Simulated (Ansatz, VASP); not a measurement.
## P: VASP beside Ansatz

The input POSCAR:

```
P
1.0
    4.4865501003      0.0000000000      0.0000000000
    0.0000000000      4.4865501003      0.0000000000
    0.0000000000      0.0000000000      4.3780000000
P
1
Direct
    0.0000000000      0.0000000000      0.0000000000
```

INCAR.step1

```
SYSTEM = P
PREC = Accurate
ENCUT = 520
ISMEAR = 0
SIGMA = 0.15
LREAL = .FALSE.
LASPH = .TRUE.
NELM = 60
NBANDS = 8
GGA = PE
ALGO = Normal
EDIFF = 1E-4
LWAVE = .TRUE.
LCHARG = .FALSE.
```

INCAR.step2

```
SYSTEM = P
PREC = Accurate
ENCUT = 520
EDIFF = 1E-7
ISMEAR = 0
SIGMA = 0.15
LREAL = .FALSE.
LASPH = .TRUE.
NELM = 60
ALGO = Normal
ISIF = 2
LWAVE = .FALSE.
LCHARG = .FALSE.
METAGGA = R2SCAN
LMIXTAU = .TRUE.
NBANDS = 8
ISTART = 1
```

The input KPOINTS:

```
regular mesh
0
G
  12 12 12
  0 0 0
```

Input for Ansatz:

```yaml
crystal:
  lattice:
    - [4.4865501003, 0.0, 0.0]
    - [0.0, 4.4865501003, 0.0]
    - [0.0, 0.0, 4.378]
  atoms:
    - { symbol: P, position: [0.0, 0.0, 0.0] }
basis:
  ecutwfc: 500
kpoints:
  mp_grid: { grid: [12, 12, 12] }
hamiltonian:
  xc: r2scan
scf:
  occupations: { method: gaussian, width: 0.15 }
output:
  forces: true
  stress: true
  eigenvalues: true
```

Change from the starting cell: strain +0.050 along x and y, +0.000 along z, atoms carried along.

Alike in both runs: task single point; functional r2SCAN; k mesh 12 × 12 × 12; occupations gaussian, width 0.15 eV; no spin polarisation.

|  | VASP | Ansatz |
| --- | --- | --- |
| version | VASP 6.6.1 | Ansatz 0.2.0 |
| potentials or method | VASP PAW PBE potentials, release 64 (P), cutoff 520 eV | scalar-relativistic, plane waves, PAW |
| valence electrons in the cell | 5 | 5 |

|  | VASP | Ansatz | Ansatz less VASP |
| --- | --- | --- | --- |
| gap on the k mesh at the Fermi level (eV) | none | none | - |
| pressure (GPa) | -3.2 | -3.2 | 0.00 |
| traceless stress, the component that is largest in VASP (GPa) | -0.24 | -0.24 | 0.000 |

VASP's potentials were made for PBE, not for r2SCAN. A gap of «none» marks a metal or a gap that the smearing closes.
